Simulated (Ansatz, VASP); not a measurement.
Pt in VASP and in Ansatz

INCAR

```
SYSTEM = Pt
PREC     = Accurate       ! precision mode
ENCUT    = 600            ! plane-wave cutoff, eV
EDIFF    = 1E-6           ! SCF threshold, eV
ISMEAR   = 0              ! smearing method
SIGMA    = 0.1            ! smearing width, eV
LREAL    = .FALSE.        ! projectors in reciprocal space
LASPH    = .TRUE.         ! aspherical terms in the spheres
NELM     = 60             ! most SCF steps
ALGO     = Fast           ! electronic algorithm
ISIF     = 3              ! what is computed and relaxed
LWAVE    = .FALSE.        ! write WAVECAR
LCHARG   = .FALSE.        ! write CHGCAR
GGA      = PE             ! functional
IBRION   = 2              ! ionic algorithm
NSW      = 90             ! ionic steps
EDIFFG   = -0.04          ! ionic threshold
```

KPOINTS

```
regular mesh
0
G
  6 6 6
  0 0 0
```

POSCAR

```
Pt
1.0
    0.0000000000      2.7821295600      2.7821295600
    2.7821295600      0.0000000000      2.7821295600
    2.7821295600      2.7821295600      0.0000000000
Pt
3
Direct
    0.0000000000      0.0000000000      0.0000000000
    0.7500000000      0.7500000000      0.7500000000
    0.2500000000      0.2500000000      0.2500000000
```

Input for Ansatz:

```yaml
crystal:
  lattice:
    - [0.0, 2.78212956, 2.78212956]
    - [2.78212956, 0.0, 2.78212956]
    - [2.78212956, 2.78212956, 0.0]
  atoms:
    - { symbol: Pt, position: [0.0, 0.0, 0.0] }
    - { symbol: Pt, position: [0.75, 0.75, 0.75] }
    - { symbol: Pt, position: [0.25, 0.25, 0.25] }
basis:
  ecutwfc: 420
kpoints:
  mp_grid: { grid: [6, 6, 6] }
hamiltonian:
  xc: pbe
scf:
  occupations: { method: gaussian, width: 0.1 }
  lower_state_search: "off"
output:
  forces: true
  stress: true
  eigenvalues: true
relax:
  adjacent_minimum: "off"
  f_tol: 0.04
  max_steps: 70
  cell: { stress_tol: 0.4 }
```

Alike in both runs: task relaxation of cell and atoms; functional PBE; k mesh 6 × 6 × 6; occupations gaussian, width 0.1 eV; no spin polarisation.

|  | VASP | Ansatz |
| --- | --- | --- |
| version | VASP 6.6.1 | Ansatz 0.2.0 |
| potentials or method | VASP PAW PBE potentials, release 64 (Pt), cutoff 600 eV | scalar-relativistic, plane waves, PAW |
| valence electrons in the cell | 30 | 54 |

VASP gave:

| Quantity | Value |
| --- | --- |
| gap on the k mesh at the Fermi level, each at its own relaxed structure (eV) | none |
| relaxed volume (Å³/atom) | 18.57 |
| relaxed cell length with the largest relative difference (Å) | 4.287 |

Q: Estimate Ansatz's values.

A: gap on the k mesh at the Fermi level, each at its own relaxed structure (eV): none; relaxed volume (Å³/atom): 18.65; relaxed cell length with the largest relative difference (Å): 4.293.

A gap of «none» marks a metal or a gap that the smearing closes. VASP's potentials hold 30 valence electrons a cell and Ansatz's 54, so a difference there can come from the potentials and not from the codes.

Spin-orbit coupling is off throughout. Noted on VASP's run: the volume moved by over 15 % at a fixed basis, so the end points are rough.
